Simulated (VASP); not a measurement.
# AlH6 (Fm-3m) in VASP: a series of runs

AlH6 is run at these levels: PBE; tasks: single point, relaxation of cell and atoms.

Everything below comes from runs of VASP 6.6.1. Logs are shortened: lines on timing, memory, paths and dates and some standing lists are left out, and cuts for length are marked.

## 1. The cell of the first run

The structure is cubic, space group Fm-3m (No. 225). Conventional cell: a = 5.360 Å, b = 5.360 Å, c = 5.360 Å, α = 90.00°, β = 90.00°, γ = 90.00°. Within 2.5 Å of Al (site symmetry m-3m) lie 12 H at 1.90 Å. Within 2.5 Å of H (site symmetry mmm) lie 2 Al at 1.90 Å and 8 H at 1.90 Å.

## 2. Single point, PBE

Input file INCAR:

```
SYSTEM = AlH6
  ALGO = Normal
  EDIFF = 1E-6
  ENCUT = 520
  GGA = PE
  ISIF = 2
  ISMEAR = 0
  LASPH = .True.
  LCHARG = .False.
  LREAL = .False.
  LWAVE = .False.
  NBANDS = 14
  NELM = 80
  PREC = Accurate
  SIGMA = 0.1
```

Input file KPOINTS:

```
k-points
0
Gamma
  6 6 6
  0 0 0
```

Input file POSCAR:

```
AlH6
1.0
    0.0000000000      2.6801036683      2.6801036683
    2.6801036683      0.0000000000      2.6801036683
    2.6801036683      2.6801036683      0.0000000000
Al H
1 6
Direct
    0.0000000000      0.0000000000      0.0000000000
    0.5000000000      0.5000000000      0.0000000000
    0.5000000000      0.0000000000      0.5000000000
    0.0000000000      0.0000000000      0.5000000000
    0.0000000000      0.5000000000      0.0000000000
    0.0000000000      0.5000000000      0.5000000000
    0.5000000000      0.0000000000      0.0000000000
```

Potentials or basis: VASP PAW PBE potentials, release 64 (Al, H).

Started as:

```bash
$ cat potpaw_PBE.64/Al/POTCAR potpaw_PBE.64/H/POTCAR > POTCAR
$ mpirun -np 1 vasp_std > vasp.out
```

OUTCAR:

```text
SYSTEM = AlH6
   EDIFF = 1E-6
   ENCUT = 520
   GGA = PE
   ISIF = 2
   ISMEAR = 0
   LASPH = .True.
   LREAL = .False.
   NELM = 80
   PREC = Accurate

 ion  position               nearest neighbor table
   1  0.000  0.000  0.000-   4 1.90   5 1.90   7 1.90   3 1.90   4 1.90   6 1.90   2 1.90   5 1.90
                             6 1.90   2 1.90   3 1.90   7 1.90
   2  0.500  0.500  0.000-   1 1.90   1 1.90
   3  0.500  0.000  0.500-   1 1.90   1 1.90
   4  0.000  0.000  0.500-   1 1.90   1 1.90
   5  0.000  0.500  0.000-   1 1.90   1 1.90
   6  0.000  0.500  0.500-   1 1.90   1 1.90
   7  0.500  0.000  0.000-   1 1.90   1 1.90

  LATTYP: Found a face centered cubic cell.
 ALAT       =     5.3602073366

  Lattice vectors:

 A1 = (   0.0000000000,   2.6801036683,   2.6801036683)
 A2 = (   2.6801036683,   0.0000000000,   2.6801036683)
 A3 = (   2.6801036683,   2.6801036683,   0.0000000000)

Analysis of symmetry for initial positions (statically):
=====================================================================
 Subroutine PRICEL returns:
 Original cell was already a primitive cell.

 Routine SETGRP: Setting up the symmetry group for a
 face centered cubic supercell.

 Subroutine GETGRP returns: Found 48 space group operations
 (whereof 48 operations were pure point group operations)
 out of a pool of 48 trial point group operations.

The static configuration has the point symmetry O_h .

Analysis of symmetry for dynamics (positions and initial velocities):
=====================================================================
 Subroutine PRICEL returns:
 Original cell was already a primitive cell.

 Routine SETGRP: Setting up the symmetry group for a
 face centered cubic supercell.

 Subroutine GETGRP returns: Found 48 space group operations
 (whereof 48 operations were pure point group operations)
 out of a pool of 48 trial point group operations.

The dynamic configuration has the point symmetry O_h .

 Subroutine INISYM returns: Found 48 space group operations
 (whereof 48 operations are pure point group operations),
 and found     1 'primitive' translations

----------------------------------------------------------------------------------------

                                     Primitive cell

  volume of cell :      38.5021

  direct lattice vectors                    reciprocal lattice vectors
     0.000000000  2.680103668  2.680103668    -0.186559948  0.186559948  0.186559948
     2.680103668  0.000000000  2.680103668     0.186559948 -0.186559948  0.186559948
     2.680103668  2.680103668  0.000000000     0.186559948  0.186559948 -0.186559948

  length of vectors
     3.790238956  3.790238956  3.790238956     0.323131308  0.323131308  0.323131308

  position of ions in fractional coordinates (direct lattice)
     0.000000000  0.000000000  0.000000000
     0.500000000  0.500000000  0.000000000
     0.500000000  0.000000000  0.500000000
     0.000000000  0.000000000  0.500000000
     0.000000000  0.500000000  0.000000000
     0.000000000  0.500000000  0.500000000
     0.500000000  0.000000000  0.000000000

  ion indices of the primitive-cell ions
   primitive index   ion index
                 1           1
                 2           2
                 3           3
                 4           4
                 5           5
                 6           6
                 7           7

----------------------------------------------------------------------------------------

 KPOINTS: k-points

Automatic generation of k-mesh.
 Grid dimensions read from file:
 generate k-points for:    6    6    6

 Generating k-lattice:

  Cartesian coordinates                     Fractional coordinates (reciprocal lattice)
    -0.031093325  0.031093325  0.031093325     0.166666667  0.000000000  0.000000000
     0.031093325 -0.031093325  0.031093325     0.000000000  0.166666667  0.000000000
     0.031093325  0.031093325 -0.031093325     0.000000000  0.000000000  0.166666667

  Length of vectors
     0.053855218  0.053855218  0.053855218

  Shift w.r.t. Gamma in fractional coordinates (k-lattice)
     0.000000000  0.000000000  0.000000000

 Subroutine IBZKPT returns following result:
 ===========================================

 Found     16 irreducible k-points:

 Following reciprocal coordinates:
            Coordinates               Weight
  0.000000  0.000000  0.000000      1.000000
  0.166667  0.000000  0.000000      8.000000
  0.333333  0.000000  0.000000      8.000000
  0.500000  0.000000  0.000000      4.000000
  0.166667  0.166667  0.000000      6.000000
  0.333333  0.166667  0.000000     24.000000
[... 8 lines left out ...]
 -0.333333  0.333333  0.166667     24.000000
 -0.333333  0.500000  0.166667     12.000000
   k-points           NKPTS =     16   k-points in BZ     NKDIM =     16   number of bands    NBANDS=     14
   number of dos      NEDOS =    301   number of ions     NIONS =      7
   total plane-waves  NPLWV =  21952
   dimension x,y,z NGX =    28 NGY =   28 NGZ =   28
   dimension x,y,z NGXF=    56 NGYF=   56 NGZF=   56
   ions per type =               1   6
   NGX,Y,Z   is equivalent  to a cutoff of  12.28, 12.28, 12.28 a.u.
   NGXF,Y,Z  is equivalent  to a cutoff of  24.56, 24.56, 24.56 a.u.
 SYSTEM =  AlH6
   PREC   = accura    normal or accurate (medium, high low for compatibility)
   ISTART =      0    job   : 0-new  1-cont  2-samecut
   ICHARG =      2    charge: 1-file 2-atom 10-const
   ISPIN  =      1    spin polarized calculation?
   LNONCOLLINEAR =      F non collinear calculations
   LSORBIT =      F    spin-orbit coupling
   LASPH  =      T    aspherical Exc in radial PAW
   ENCUT  =  520.0 eV  38.22 Ry    6.18 a.u.   7.05  7.05  7.05*2*pi/ulx,y,z
   NELM   =     80;   NELMIN=  2; NELMDL= -5     # of ELM steps
   EDIFF  = 0.1E-05   stopping-criterion for ELM
   LREAL  =      F    real-space projection
   EDIFFG = 0.1E-04   stopping-criterion for IOM
   NSW    =      0    number of steps for IOM
   IBRION =     -1    ionic relax: 0-MD 1-quasi-New 2-CG
   NFREE  =      0    steps in history (QN), initial steepest desc. (CG)
   ISIF   =      2    stress and relaxation
   ISYM   =      2    0-nonsym 1-usesym 2-fastsym
   POTIM  = 0.5000    time-step for ionic-motion
   TEBEG  =    0.0;   TEEND  =   0.0 temperature during run
   PSTRESS=    0.0 pullay stress
   NELECT =       9.0000    total number of electrons
   NUPDOWN=      -1.0000    fix difference up-down
   EMIN   =  10.00;   EMAX   =-10.00  energy-range for DOS
   EFERMI =   0.00;   METHOD = LEGACY
   ISMEAR =     0;   SIGMA  =   0.10  broadening in eV -4-tet -1-fermi 0-gaus
   EFERMI_NEDOS =   21; number of points for ismear=-14 and -15
   IALGO  =     38    algorithm
   IMIX   =      4    mixing-type and parameters
     AMIX     =   0.40;   BMIX     =  1.00
     AMIX_MAG =   1.60;   BMIX_MAG =  1.00
  volume/ion in A,a.u.               =       5.50        37.12
  Fermi-wavevector in a.u.,A,eV,Ry     =   1.008465  1.905722 13.837142  1.017001
  Thomas-Fermi vector in A             =   2.141333
   LORBIT       =      0    0 simple, 1 ext, 2 COOP (PROOUT), +10 PAW based schemes
   GGA     = PE    functional components
   LHFCALC =     F    Hartree Fock is set to
   AEXX    =    0.0000 exact exchange contribution
   IVDW    =     0    specifies the selected vdW correction
   LEPSILON=     F    determine dielectric tensor
   LRPA    =     F    only Hartree local field effects (RPA)
 non-spin polarized calculation
 Gauss-broadening in eV      SIGMA  =   0.10
  energy-cutoff  :      520.00
  volume of cell :       38.50
 maximum number of plane-waves:      1056
   NGX = 15   NGY = 15   NGZ = 15

 number of electron       9.0000001 magnetization

 Free energy of the ion-electron system (eV)
  ---------------------------------------------------
  ext. energy  EPLUGINS =         0.00000000
  ---------------------------------------------------
  free energy    TOTEN  =       -18.84521534 eV

  energy without entropy =      -18.83763825  energy(sigma->0) =      -18.84142679

 E-fermi :   3.0058     XC(G=0):  -9.9382

 val. band max:        2.9774008829   @ k =   0.5000   0.0000   0.0000
 cond. band min:       3.1164702616   @ k =   0.5000   0.3333   0.1667
 fundamental gap:      0.1390693787
 Fermi energy:         3.0058029047

 k-point     1 :       0.0000    0.0000    0.0000
  band No.  band energies     occupation
      1      -9.1322      2.00000
      2       1.9259      2.00000
      3       1.9259      2.00000
      4       1.9259      2.00000
      5       6.0769      0.00000
      6       6.0769      0.00000
      7       7.4013      0.00000
      8       7.4013      0.00000
      9       7.4013      0.00000
     10      10.5003      0.00000
     11      12.8008      0.00000
     12      15.1847      0.00000
     13      15.1847      0.00000
     14      15.1847      0.00000

 k-point     2 :       0.1667    0.0000    0.0000
  band No.  band energies     occupation
      1      -8.7269      2.00000
      2       0.1152      2.00000
      3       1.8918      2.00000
      4       1.8918      2.00000
      5       5.1012      0.00000
      6       5.1012      0.00000
      7       7.4232      0.00000
      8       8.5377      0.00000
      9       8.5377      0.00000
     10      11.8241      0.00000
     11      13.4704      0.00000
     12      14.5031      0.00000
     13      16.4831      0.00000
     14      16.4831      0.00000

 k-point     3 :       0.3333    0.0000    0.0000
  band No.  band energies     occupation
      1      -7.5277      2.00000
      2      -2.8559      2.00000
      3       1.9843      2.00000
      4       1.9843      2.00000
      5       3.7486      0.00000
      6       3.7486      0.00000
      7       7.0900      0.00000
      8      10.8434      0.00000
      9      10.8434      0.00000
     10      11.4214      0.00000
     11      15.2228      0.00000
     12      17.8280      0.00000
     13      17.8280      0.00000
     14      18.6567      0.00000

 k-point     4 :       0.5000    0.0000    0.0000
  band No.  band energies     occupation
      1      -5.8821      2.00000
      2      -5.1655      2.00000
      3       2.2565      2.00000
      4       2.2565      2.00000
      5       2.9774      1.31207
      6       2.9774      1.31207
      7       6.9488      0.00000
      8      10.8284      0.00000
      9      13.2584      0.00000
     10      13.2584      0.00000
     11      15.1996      0.00000
     12      15.1996      0.00000
     13      18.3458      0.00000
     14      19.4016      0.00000

 k-point     5 :       0.1667    0.1667    0.0000
  band No.  band energies     occupation
      1      -8.5921      2.00000
      2       1.0259      2.00000
      3       1.0259      2.00000
      4       1.2449      2.00000
      5       3.3430      0.00000
      6       6.4592      0.00000
      7       7.0601      0.00000
      8       9.1618      0.00000
      9       9.1618      0.00000
     10      12.2606      0.00000
     11      14.2732      0.00000
[... 140 lines left out ...]
 k-point    14 :       0.5000    0.3333    0.1667
  band No.  band energies     occupation
      1      -6.4798      2.00000
      2      -2.3981      2.00000
      3      -1.3040      2.00000
      4       0.0081      2.00000
      5       3.1165      0.11757
      6       5.5313      0.00000
      7       7.8657      0.00000
      8      11.7332      0.00000
      9      12.1362      0.00000
     10      14.0356      0.00000
     11      16.0083      0.00000
     12      17.0101      0.00000
     13      19.1761      0.00000
     14      20.0611      0.00000

 k-point    15 :      -0.3333    0.3333    0.1667
  band No.  band energies     occupation
      1      -4.8137      2.00000
      2      -4.3181      2.00000
      3      -1.5974      2.00000
      4      -0.7514      2.00000
      5       4.4081      0.00000
      6       4.4289      0.00000
      7       9.3833      0.00000
      8      10.5087      0.00000
      9      12.7916      0.00000
     10      15.1894      0.00000
     11      15.4125      0.00000
     12      16.8965      0.00000
     13      20.0532      0.00000
     14      20.6681      0.00000

 k-point    16 :      -0.3333    0.5000    0.1667
  band No.  band energies     occupation
      1      -4.4345      2.00000
      2      -3.2623      2.00000
      3      -2.8886      2.00000
      4      -1.3777      2.00000
      5       2.9429      1.62664
      6       6.3736      0.00000
      7       7.4455      0.00000
      8      11.7971      0.00000
      9      15.5730      0.00000
     10      15.9291      0.00000
     11      16.8205      0.00000
     12      16.9498      0.00000
     13      17.9634      0.00000
     14      20.4161      0.00000

------------------------ aborting loop because EDIFF is reached ----------------------------------------

  FORCE on cell =-STRESS in cart. coord.  units (eV):
  Direction    XX          YY          ZZ          XY          YZ          ZX
  --------------------------------------------------------------------------------------
  -------------------------------------------------------------------------------------
  Total       -0.0682036     -0.0682036     -0.0682036      0.0000000      0.0000000     -0.0000000
  in kB       -2.8381345     -2.8381345     -2.8381345      0.0000000      0.0000000     -0.0000000
  external PRESSURE =      -2.8381345 kB  Pullay stress =       0.0000000 kB

 VOLUME and BASIS-vectors are now :
 -----------------------------------------------------------------------------
  energy-cutoff  :      520.00
  volume of cell :       38.50
      direct lattice vectors                 reciprocal lattice vectors
     0.000000000  2.680103668  2.680103668    -0.186559948  0.186559948  0.186559948
     2.680103668  0.000000000  2.680103668     0.186559948 -0.186559948  0.186559948
     2.680103668  2.680103668  0.000000000     0.186559948  0.186559948 -0.186559948

 POSITION                                       TOTAL-FORCE (eV/Angst)
 -----------------------------------------------------------------------------------
      0.00000      0.00000      0.00000        -0.000000     -0.000000     -0.000000
      1.34005      1.34005      2.68010         0.000000     -0.000000      0.000000
      1.34005      2.68010      1.34005         0.000000      0.000000      0.000000
      1.34005      1.34005      0.00000        -0.000000      0.000000      0.000000
      1.34005      0.00000      1.34005        -0.000000      0.000000     -0.000000
      2.68010      1.34005      1.34005         0.000000     -0.000000      0.000000
      0.00000      1.34005      1.34005         0.000000      0.000000     -0.000000
 -----------------------------------------------------------------------------------
    total drift:                                0.000000      0.000000      0.000000

  FREE ENERGIE OF THE ION-ELECTRON SYSTEM (eV)
  ---------------------------------------------------
  free  energy   TOTEN  =       -18.8452153361 eV

  energy  without entropy=      -18.8376382478  energy(sigma->0) =      -18.84142679
```

It used 8 s of CPU time on 1 thread of AMD EPYC 7R13 Processor (Zen 3) (shared host).

Results:

| Item | Value |
| --- | --- |
| Free energy | -18.8452 eV |
| Pressure | -0.3 GPa |

(Part 1 of 3 ends here.)
